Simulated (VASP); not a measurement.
MgO (Periclase): single point with LDA

The system is MgO (Periclase).

```xyz
2
Lattice="0.0000 2.0943 2.0943 2.0943 0.0000 2.0943 2.0943 2.0943 0.0000" Properties=species:S:1:pos:R:3 pbc="T T T"
Mg    0.0000    0.0000    0.0000
O     2.0943    2.0943    2.0943
```

```
Program                : VASP 6.6.1
Task                   : single point
Functional             : LDA
Potentials or basis    : VASP PAW LDA potentials, release 64 (Mg, O)
Cutoff                 : 600 eV
k mesh                 : 8 × 8 × 8
Occupations            : gaussian, width 0.01 eV
Spin                   : no spin polarisation
Dipole correction      : no
Further INCAR settings : ALGO = Normal; EDIFF = 1e-06; NBANDS = 11
```

| Item | Value |
| --- | --- |
| Pressure | -5.4 GPa |
| Band gap on the k mesh | 4.82 eV, direct |

Levels at points of the mesh, in eV from the valence-band top:
```tsv
k point	band 1	band 2	band 3	band 4	band 5	band 6	band 7	band 8
(0.00, 0.00, 0.00)	-17.09	0.00	0.00	0.00	4.82	15.62	15.62	15.62
(0.50, 0.00, 0.00)	-15.69	-4.77	-0.68	-0.68	7.84	12.59	16.17	16.17
(0.50, 0.50, 0.00)	-15.42	-4.22	-1.40	-1.40	8.91	9.88	13.07	18.89
```

Wall time 4.9 s on 1 thread of Intel Xeon 8259CL (shared host), peak memory 0.13 GiB.
